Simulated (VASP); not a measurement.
Write the native input for VASP 6.6.1 that does the following.

```
Task                   : single point
Functional             : PBE
Potentials or basis    : VASP PAW PBE potentials, release 64 (Al, H)
Cutoff                 : 520 eV
k mesh                 : 6 × 6 × 6
Occupations            : gaussian, width 0.02 eV
Spin                   : no spin polarisation
Dipole correction      : no
Further INCAR settings : LREAL = Auto; ALGO = Normal; EDIFF = 1e-06; NBANDS = 24
```

The structure of AlH7 lies in POSCAR:

```
AlH7
1.0
    7.4536740512      0.0000000000      0.0000000000
   -3.7268370256      6.4550710799      0.0000000000
    0.0000000000      0.0000000000      4.7811506860
Al H
2 14
Direct
    0.0000000000      0.0000000000      0.0000000000
    0.0000000000      0.0000000000      0.5000000000
    0.3333333333      0.6666666667      0.4218059588
    0.3333333333      0.6666666667      0.5781940412
    0.3333333333      0.6666666667      0.9218059588
    0.3333333333      0.6666666667      0.0781940412
    0.6666666667      0.3333333333      0.9218059588
    0.6666666667      0.3333333333      0.0781940412
    0.6666666667      0.3333333333      0.4218059588
    0.6666666667      0.3333333333      0.5781940412
    0.0000000000      0.8235138252      0.7500000000
    0.8235138252      0.0000000000      0.7500000000
    0.8235138252      0.8235138252      0.2500000000
    0.1764861748      0.1764861748      0.7500000000
    0.0000000000      0.1764861748      0.2500000000
    0.1764861748      0.0000000000      0.2500000000
```

One way to write it, as run:

INCAR

```
  PREC = Accurate
  ENCUT = 520
  EDIFF = 1E-6
  ISMEAR = 0
  SIGMA = 0.02
  LREAL = Auto
  LASPH = T
  NELM = 100
  ALGO = Normal
  ISIF = 2
  LWAVE = F
  LCHARG = F
  GGA = PE
  NBANDS = 24
```

KPOINTS

```
regular mesh
0
Gamma
  6 6 6
```

Potentials or basis: VASP PAW PBE potentials, release 64 (Al, H).

Launch:

```bash
$ cat potpaw_PBE.64/Al/POTCAR potpaw_PBE.64/H/POTCAR > POTCAR
$ mpirun -np 1 vasp_std > vasp.out
```

It gave:

The pressure is -0.2 GPa. The largest force is 0.013 eV/Å and the band gap on the k mesh is 2.28 eV, indirect (the least direct gap lies 1.8 meV higher).

It took 2.2 min on 1 thread of AMD EPYC 7R13 Processor (Zen 3), on a shared host, peak memory 0.33 GiB.
